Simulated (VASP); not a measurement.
# P in VASP: further runs, part 2 of 2

VASP 6.6.1. Earlier steps stand in the parts before.

## 4. Single point, r2SCAN

This run uses another cell than the first one.

Input file POSCAR:

```
P
1.0
    3.2893161516      0.0000000000      0.0000000000
    0.0000000000      4.5885408409      0.0000000000
    0.0000000000      0.0000000000     18.0000000000
P
4
Direct
    0.0000000000      0.0900008099      0.5580720488
    0.5000000000      0.4099991901      0.5580720488
    0.0000000000      0.9099991901      0.4419279512
    0.5000000000      0.5900008099      0.4419279512
```

Input file INCAR.step1:

```
SYSTEM = P
PREC     = Accurate       ! precision mode
ENCUT    = 440            ! plane-wave cutoff, eV
ISMEAR   = 0              ! smearing method
SIGMA    = 0.01           ! smearing width, eV
LREAL    = .False.        ! projectors in reciprocal space
LASPH    = .True.         ! aspherical terms in the spheres
NELM     = 120            ! most SCF steps
NBANDS   = 18             ! bands
GGA      = PE             ! functional
ALGO     = Normal         ! electronic algorithm
EDIFF    = 1E-5           ! SCF threshold, eV
LWAVE    = .True.         ! write WAVECAR
LCHARG   = .False.        ! write CHGCAR
GGA_COMPAT= .False.      
NELMDL   = -8
```

Input file INCAR.step2:

```
SYSTEM = P
PREC     = Accurate       ! precision mode
ENCUT    = 440            ! plane-wave cutoff, eV
EDIFF    = 1E-6           ! SCF threshold, eV
ISMEAR   = 0              ! smearing method
SIGMA    = 0.01           ! smearing width, eV
LREAL    = .False.        ! projectors in reciprocal space
LASPH    = .True.         ! aspherical terms in the spheres
NELM     = 120            ! most SCF steps
ALGO     = Normal         ! electronic algorithm
ISIF     = 2              ! what is computed and relaxed
LWAVE    = .False.        ! write WAVECAR
LCHARG   = .False.        ! write CHGCAR
METAGGA  = R2SCAN         ! meta-GGA
LMIXTAU  = .True.       
NBANDS   = 18             ! bands
ISTART   = 1            
GGA_COMPAT= .False.
```

Input file KPOINTS:

```
regular mesh
0
Gamma
  14 10 1
  0 0 0
```

Launch:

```bash
$ cat potpaw_PBE.64/P/POTCAR > POTCAR
$ cp INCAR.step1 INCAR
$ mpirun -np 1 vasp_std > vasp.out
$ cp INCAR.step2 INCAR
$ mpirun -np 1 vasp_std > vasp.out
```

Wall time 22 min (1 thread of Intel Xeon 8259CL, shared host); peak memory 0.41 GiB.

Results (log left out):

* Free energy: -35.7886 eV
* Largest force: 0.099 eV/Å
* Band gap on the k mesh: 1.07 eV

Forces on the atoms (eV/Å):
```
P    0.000  0.079 -0.060
P    0.000 -0.079 -0.060
P    0.000 -0.079  0.060
P    0.000  0.079  0.060
```

Levels at points of the mesh, in eV from the valence-band top:
| k point | band 8 | band 9 | band 10 | band 11 | band 12 | band 13 |
| --- | --- | --- | --- | --- | --- | --- |
| (0.00, 0.00, 0.00) | -1.99 | -1.75 | 0.00 | 1.07 | 1.85 | 2.96 |
| (0.50, 0.00, 0.00) | -2.88 | -2.04 | -2.04 | 1.49 | 1.49 | 2.45 |
| (0.00, 0.50, 0.00) | -2.83 | -1.36 | -1.36 | 2.39 | 2.39 | 3.94 |
| (0.50, 0.50, 0.00) | -4.77 | -1.19 | -1.19 | 2.62 | 2.62 | 4.19 |

Caveat: the PAW data sets were made with another functional, which shifts forces and pressure a little.

## 5. Single point, r2SCAN

This run uses another cell than the first one.

Input file POSCAR:

```
P
1.0
    3.2893161516      0.0000000000      0.0000000000
    0.0000000000      4.6348897382      0.0000000000
    0.0000000000      0.0000000000     18.0000000000
P
4
Direct
    0.0000000000      0.0914619206      0.5578894385
    0.5000000000      0.4085380794      0.5578894385
    0.0000000000      0.9085380794      0.4421105615
    0.5000000000      0.5914619206      0.4421105615
```

Input file INCAR.step1:

```
PREC = Accurate
ENCUT = 440
ISMEAR = 0
SIGMA = 0.01
LREAL = F
LASPH = T
NELM = 120
NBANDS = 18
GGA = PE
ALGO = Normal
EDIFF = 1E-5
LWAVE = T
LCHARG = F
GGA_COMPAT = F
NELMDL = -8
```

Input file INCAR.step2:

```
PREC = Accurate
ENCUT = 440
EDIFF = 1E-6
ISMEAR = 0
SIGMA = 0.01
LREAL = F
LASPH = T
NELM = 120
ALGO = Normal
ISIF = 2
LWAVE = F
LCHARG = F
METAGGA = R2SCAN
LMIXTAU = T
NBANDS = 18
ISTART = 1
GGA_COMPAT = F
```

Input file KPOINTS:

```
regular mesh
0
Gamma
  14 10 1
```

Potentials or basis: VASP PAW PBE potentials, release 64 (P).

Launch:

```bash
$ cat potpaw_PBE.64/P/POTCAR > POTCAR
$ cp INCAR.step1 INCAR
$ mpirun -np 1 vasp_std > vasp.out
$ cp INCAR.step2 INCAR
$ mpirun -np 1 vasp_std > vasp.out
```

OUTCAR:

```text
PREC = Accurate
   ENCUT = 440
   EDIFF = 1E-6
   ISMEAR = 0
   LREAL = F
   LASPH = T
   NELM = 120
   ISIF = 2
   METAGGA = R2SCAN
   ISTART = 1

 ion  position               nearest neighbor table
   1  0.000  0.091  0.558-   2 2.21   2 2.21   3 2.25
   2  0.500  0.409  0.558-   1 2.21   1 2.21   4 2.25
   3  0.000  0.909  0.442-   4 2.21   4 2.21   1 2.25
   4  0.500  0.591  0.442-   3 2.21   3 2.21   2 2.25

  LATTYP: Found a simple orthorhombic cell.
 ALAT       =     3.2893161516
 B/A-ratio  =     1.4090739608
 C/A-ratio  =     5.4722620662

  Lattice vectors:

 A1 = (   3.2893161516,   0.0000000000,   0.0000000000)
 A2 = (   0.0000000000,   4.6348897382,   0.0000000000)
 A3 = (   0.0000000000,   0.0000000000,  18.0000000000)

Analysis of symmetry for initial positions (statically):
=====================================================================
 Subroutine PRICEL returns:
 Original cell was already a primitive cell.

 Routine SETGRP: Setting up the symmetry group for a
 simple orthorhombic supercell.

 Subroutine GETGRP returns: Found  8 space group operations
 (whereof  4 operations were pure point group operations)
 out of a pool of  8 trial point group operations.

The static configuration has the point symmetry C_2h.
 The point group associated with its full space group is D_2h.

Analysis of symmetry for dynamics (positions and initial velocities):
=====================================================================
 Subroutine PRICEL returns:
 Original cell was already a primitive cell.

 Routine SETGRP: Setting up the symmetry group for a
 simple orthorhombic supercell.

 Subroutine GETGRP returns: Found  8 space group operations
 (whereof  4 operations were pure point group operations)
 out of a pool of  8 trial point group operations.

The dynamic configuration has the point symmetry C_2h.
 The point group associated with its full space group is D_2h.

 Subroutine INISYM returns: Found  8 space group operations
 (whereof  4 operations are pure point group operations),
 and found     1 'primitive' translations

----------------------------------------------------------------------------------------

                                     Primitive cell

  volume of cell :     274.4211

  direct lattice vectors                    reciprocal lattice vectors
     3.289316152  0.000000000  0.000000000     0.304014559  0.000000000  0.000000000
     0.000000000  4.634889738  0.000000000     0.000000000  0.215754863  0.000000000
     0.000000000  0.000000000 18.000000000     0.000000000  0.000000000  0.055555556

  length of vectors
     3.289316152  4.634889738 18.000000000     0.304014559  0.215754863  0.055555556

  position of ions in fractional coordinates (direct lattice)
     0.000000000  0.091461921  0.557889438
     0.500000000  0.408538079  0.557889438
     0.000000000  0.908538079  0.442110562
     0.500000000  0.591461921  0.442110562

  ion indices of the primitive-cell ions
   primitive index   ion index
                 1           1
                 2           2
                 3           3
[... 22 lines left out ...]

 Subroutine IBZKPT returns following result:
 ===========================================

 Found     48 irreducible k-points:

 Following reciprocal coordinates:
            Coordinates               Weight
  0.000000  0.000000  0.000000      1.000000
  0.071429  0.000000  0.000000      2.000000
  0.142857  0.000000  0.000000      2.000000
  0.214286  0.000000  0.000000      2.000000
  0.285714  0.000000  0.000000      2.000000
  0.357143  0.000000  0.000000      2.000000
[... 16 lines left out ...]
  0.428571  0.200000  0.000000      4.000000
  0.500000  0.200000  0.000000      2.000000
 [... further k-points ...]
   k-points           NKPTS =     48   k-points in BZ     NKDIM =     48   number of bands    NBANDS=     18
   number of dos      NEDOS =    301   number of ions     NIONS =      4
   total plane-waves  NPLWV =  96768
   dimension x,y,z NGX =    24 NGY =   32 NGZ =  126
   dimension x,y,z NGXF=    48 NGYF=   64 NGZF=  252
   ions per type =               4
   NGX,Y,Z   is equivalent  to a cutoff of  12.13, 11.48, 11.64 a.u.
   NGXF,Y,Z  is equivalent  to a cutoff of  24.26, 22.96, 23.27 a.u.
 SYSTEM =  unknown system
   PREC   = accura    normal or accurate (medium, high low for compatibility)
   ISTART =      1    job   : 0-new  1-cont  2-samecut
   ICHARG =      0    charge: 1-file 2-atom 10-const
   ISPIN  =      1    spin polarized calculation?
   LNONCOLLINEAR =      F non collinear calculations
   LSORBIT =      F    spin-orbit coupling
   LASPH  =      T    aspherical Exc in radial PAW
   ENCUT  =  440.0 eV  32.34 Ry    5.69 a.u.   5.63  7.93 30.79*2*pi/ulx,y,z
   NELM   =    120;   NELMIN=  2; NELMDL=  0     # of ELM steps
   EDIFF  = 0.1E-05   stopping-criterion for ELM
   LREAL  =      F    real-space projection
   EDIFFG = 0.1E-04   stopping-criterion for IOM
   NSW    =      0    number of steps for IOM
   IBRION =     -1    ionic relax: 0-MD 1-quasi-New 2-CG
   NFREE  =      0    steps in history (QN), initial steepest desc. (CG)
   ISIF   =      2    stress and relaxation
   ISYM   =      2    0-nonsym 1-usesym 2-fastsym
   POTIM  = 0.5000    time-step for ionic-motion
   TEBEG  =    0.0;   TEEND  =   0.0 temperature during run
   PSTRESS=    0.0 pullay stress
   NELECT =      20.0000    total number of electrons
   NUPDOWN=      -1.0000    fix difference up-down
   EMIN   =  10.00;   EMAX   =-10.00  energy-range for DOS
   EFERMI =   0.00;   METHOD = LEGACY
   ISMEAR =     0;   SIGMA  =   0.01  broadening in eV -4-tet -1-fermi 0-gaus
   EFERMI_NEDOS =   21; number of points for ismear=-14 and -15
   IALGO  =     38    algorithm
   IMIX   =      4    mixing-type and parameters
     AMIX     =   0.40;   BMIX     =  1.00
     AMIX_MAG =   1.60;   BMIX_MAG =  1.00
  volume/ion in A,a.u.               =      68.61       462.97
  Fermi-wavevector in a.u.,A,eV,Ry     =   0.683826  1.292244  6.362330  0.467618
  Thomas-Fermi vector in A             =   1.763302
   LORBIT       =      0    0 simple, 1 ext, 2 COOP (PROOUT), +10 PAW based schemes
   METAGGA = R2SCAN    functional components
   LHFCALC =     F    Hartree Fock is set to
   AEXX    =    0.0000 exact exchange contribution
   IVDW    =     0    specifies the selected vdW correction
   LEPSILON=     F    determine dielectric tensor
   LRPA    =     F    only Hartree local field effects (RPA)
 non-spin polarized calculation
 Gauss-broadening in eV      SIGMA  =   0.01
  energy-cutoff  :      440.00
  volume of cell :      274.42
 maximum number of plane-waves:      5780
 NGX is ok and might be reduce to    24
   NGX = 11   NGY = 15   NGZ = 61

 number of electron      19.9999998 magnetization

 Free energy of the ion-electron system (eV)
  ---------------------------------------------------
  ext. energy  EPLUGINS =         0.00000000
  ---------------------------------------------------
  free energy    TOTEN  =       -35.78950912 eV

  energy without entropy =      -35.78950912  energy(sigma->0) =      -35.78950912

 E-fermi :  -2.0800     XC(G=0):  -3.3401

 val. band max:       -2.1291934031   @ k =   0.0000   0.0000   0.0000
 cond. band min:      -1.0166292322   @ k =   0.0000   0.0000   0.0000
 fundamental gap:      1.1125641709
 Fermi energy:        -2.0800498172

 k-point     1 :       0.0000    0.0000    0.0000
  band No.  band energies     occupation
      1     -17.9550      2.00000
      2     -15.3590      2.00000
      3     -11.8052      2.00000
      4      -8.1518      2.00000
      5      -6.9392      2.00000
      6      -6.8500      2.00000
[... 481 lines left out ...]
      5      -7.5640      2.00000
      6      -7.5640      2.00000
[... 10 lines left out ...]
     17       4.7639      0.00000
     18       4.7639      0.00000

 [... further k-points ...]

------------------------ aborting loop because EDIFF is reached ----------------------------------------

  FORCE on cell =-STRESS in cart. coord.  units (eV):
  Direction    XX          YY          ZZ          XY          YZ          ZX
  --------------------------------------------------------------------------------------
  -------------------------------------------------------------------------------------
  Total       -0.3413668     -0.3610902     -0.2607848      0.0000000      0.0000000      0.0000000
  in kB       -1.9930324     -2.1081853     -1.5225634      0.0000000      0.0000000      0.0000000
  external PRESSURE =      -1.8745937 kB  Pullay stress =       0.0000000 kB

 VOLUME and BASIS-vectors are now :
 -----------------------------------------------------------------------------
  energy-cutoff  :      440.00
  volume of cell :      274.42
      direct lattice vectors                 reciprocal lattice vectors
     3.289316152  0.000000000  0.000000000     0.304014559  0.000000000  0.000000000
     0.000000000  4.634889738  0.000000000     0.000000000  0.215754863  0.000000000
     0.000000000  0.000000000 18.000000000     0.000000000  0.000000000  0.055555556

 POSITION                                       TOTAL-FORCE (eV/Angst)
 -----------------------------------------------------------------------------------
      0.00000      0.42392     10.04201         0.000000      0.077537     -0.059038
      1.64466      1.89353     10.04201         0.000000     -0.077537     -0.059038
      0.00000      4.21097      7.95799         0.000000     -0.077537      0.059038
      1.64466      2.74136      7.95799         0.000000      0.077537      0.059038
 -----------------------------------------------------------------------------------
    total drift:                               -0.000000     -0.000000      0.000000

  FREE ENERGIE OF THE ION-ELECTRON SYSTEM (eV)
  ---------------------------------------------------
  free  energy   TOTEN  =       -35.7895091194 eV

  energy  without entropy=      -35.7895091194  energy(sigma->0) =      -35.78950912
```

It took 19 min on 1 thread of Intel Xeon 8259CL, shared host; peak memory 0.4 GiB.

What came out:

```yaml
Free_energy: -35.7895 eV
Largest_force: 0.097 eV/Å
Band_gap_on_the_k_mesh: 1.11 eV
```

Forces on the atoms (eV/Å):
```
P    0.000  0.078 -0.059
P    0.000 -0.078 -0.059
P    0.000 -0.078  0.059
P    0.000  0.078  0.059
```

Levels at points of the mesh, in eV from the valence-band top:
```tsv
k point	band 7	band 8	band 9	band 10	band 11	band 12	band 13	band 14
(0.00, 0.00, 0.00)	-3.63	-1.98	-1.70	0.00	1.11	1.87	2.96	3.53
(0.50, 0.00, 0.00)	-2.88	-2.88	-2.01	-2.01	1.47	1.47	2.50	2.50
(0.00, 0.50, 0.00)	-2.81	-2.81	-1.42	-1.42	2.40	2.40	3.98	3.98
(0.50, 0.50, 0.00)	-4.70	-4.70	-1.14	-1.14	2.61	2.61	4.08	4.08
```

Caveat: the PAW data sets were made with another functional, which shifts forces and pressure a little.

## 6. The runs side by side

| cell | gap on the mesh (eV) | largest force (eV/Å) |
| --- | --- | --- |
| a = 3.300, b = 4.500, c = 18.000 Å, 4 atoms, atomic positions A | 1.06 | 0.73 |
| a = 3.256, b = 4.635, c = 18.000 Å, 4 atoms, atomic positions B | 1.05 | 0.10 |
| a = 3.289, b = 4.589, c = 18.000 Å, 4 atoms, atomic positions B | 1.07 | 0.10 |
| a = 3.289, b = 4.635, c = 18.000 Å, 4 atoms, atomic positions B | 1.11 | 0.10 |

Alike in all rows: task single point; level r2SCAN; potentials or basis VASP PAW PBE potentials, release 64 (P); no spin polarisation; k mesh 14 × 10 × 1; cutoff (eV) 440; smearing gaussian 0.01 eV.

Caveats: the PAW data sets were made with another functional, which shifts forces and pressure a little.

Total energies depend on the potentials used, so only differences within one code and one set of settings carry meaning.
